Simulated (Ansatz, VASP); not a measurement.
## Two plane-wave programs on Al2Ru

```
Al Ru
1.0
     4.70114    0.00000    0.00000
     0.00000   -3.98765    4.38508
     0.00000   -3.98765   -4.38508
Al Ru
8 4
Direct
  0.75000 0.67105 0.17105
  0.25000 0.17105 0.67105
  0.75000 0.32895 0.82895
  0.25000 0.82895 0.32895
  0.00000 0.82895 0.82895
  0.50000 0.32895 0.32895
  0.00000 0.17105 0.17105
  0.50000 0.67105 0.67105
  0.25000 0.50000 0.00000
  0.75000 0.00000 0.50000
  0.00000 0.50000 0.50000
  0.50000 0.00000 0.00000
```

Alike in both runs: functional PBEsol; k mesh 8 × 6 × 6; occupations gaussian, width 0.1 eV; no spin polarisation.

Ansatz relaxed the structure, and its values are those at the end. VASP's run is a single point on that final structure, the one shown.

|  | VASP | Ansatz |
| --- | --- | --- |
| version | VASP 6.6.1 | Ansatz 0.2.0 |
| potentials or method | VASP PAW PBE potentials, release 64 (Al, Ru_pv), cutoff 500 eV | scalar-relativistic, plane waves, PAW |
| valence electrons in the cell | 80 | 88 |

|  | VASP | Ansatz | Ansatz less VASP |
| --- | --- | --- | --- |
| gap on the k mesh at the Fermi level (eV) | 0.08 | 0.08 | 0.000 |
| least direct gap on the mesh (eV) | 0.35 | 0.35 | 0.000 |
| pressure (GPa) | 0.1 | 0.0 | -0.09 |

VASP's potentials were made for PBE, not for PBEsol. VASP's potentials hold 80 valence electrons a cell and Ansatz's 88, so a difference there can come from the potentials and not from the codes.
